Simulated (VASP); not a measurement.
A run of VASP 6.6.1 is set up as follows.

INCAR

```
SYSTEM = CdGeS3
PREC = Accurate ; ENCUT = 520
EDIFF = 1E-6 ; ISMEAR = 0
SIGMA = 0.1 ; LREAL = .False.
LASPH = .True. ; NELM = 100
ALGO = Normal ; ISIF = 2
LWAVE = .False. ; LCHARG = .True.
GGA = PE ; LELF = .True.
LVHAR = .True. ; NBANDS = 30
```

File KPOINTS:

```
Automatic mesh
0
Gamma
  8 8 8
  0 0 0
```

File POSCAR:

```
CdGeS3
1.0
    4.7398083679      0.0000000000      0.0000000000
    0.0000000000      4.7398083679      0.0000000000
    0.0000000000      0.0000000000      4.7398083679
Cd Ge S
1 1 3
Direct
    0.0000000000      0.0000000000      0.0000000000
    0.5000000000      0.5000000000      0.5000000000
    0.0000000000      0.5000000000      0.5000000000
    0.5000000000      0.0000000000      0.5000000000
    0.5000000000      0.5000000000      0.0000000000
```

Potentials or basis: VASP PAW PBE potentials, release 64 (Cd, Ge_d, S).

The run is started by

```bash
$ cat potpaw_PBE.64/Cd/POTCAR potpaw_PBE.64/Ge_d/POTCAR potpaw_PBE.64/S/POTCAR > POTCAR
$ mpirun -np 1 vasp_std > vasp.out
```

Task: What does it give for the band gap on the k mesh?

Result: Zero (band 22 reaches 4.07 eV, above the bottom of band 23 at 2.69 eV).

Task: Predict the pressure.

Result: 0.0 GPa.
